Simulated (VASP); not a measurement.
A run of VASP 6.6.1 is set up as follows.

File INCAR:

```
SYSTEM = AlCo
  PREC = Accurate
  ENCUT = 520
  EDIFF = 1E-6
  ISMEAR = -1
  SIGMA = 0.08
  LREAL = .False.
  LASPH = .True.
  NELM = 60
  ALGO = Normal
  ISIF = 2
  LWAVE = .False.
  LCHARG = .True.
  GGA = PE
  LELF = .True.
  LVHAR = .True.
  NBANDS = 13
```

Contents of KPOINTS:

```
regular mesh
0
Gamma
  14 14 14
  0 0 0
```

POSCAR

```
AlCo
1.0
    2.3370139189      0.0000000000      0.0000000000
    0.0000000000      2.3370139189      0.0000000000
    0.0000000000      0.0000000000      2.3370139189
Co Al
1 1
Direct
    0.0000000000      0.0000000000      0.0000000000
    0.5000000000      0.5000000000      0.5000000000
```

Potentials or basis: VASP PAW PBE potentials, release 64 (Co, Al).

Run with:

```sh
$ cat potpaw_PBE.64/Co/POTCAR potpaw_PBE.64/Al/POTCAR > POTCAR
$ mpirun -np 1 vasp_std > vasp.out
```

Question: Estimate the pressure.

Answer: 378.5 GPa.

Question: Predict the band gap on the k mesh.

Answer: Zero (band 6 reaches 23.85 eV, above the bottom of band 7 at 20.81 eV).

 Spin polarisation is off, so any magnetic state and its effect on volume and gap are missing.
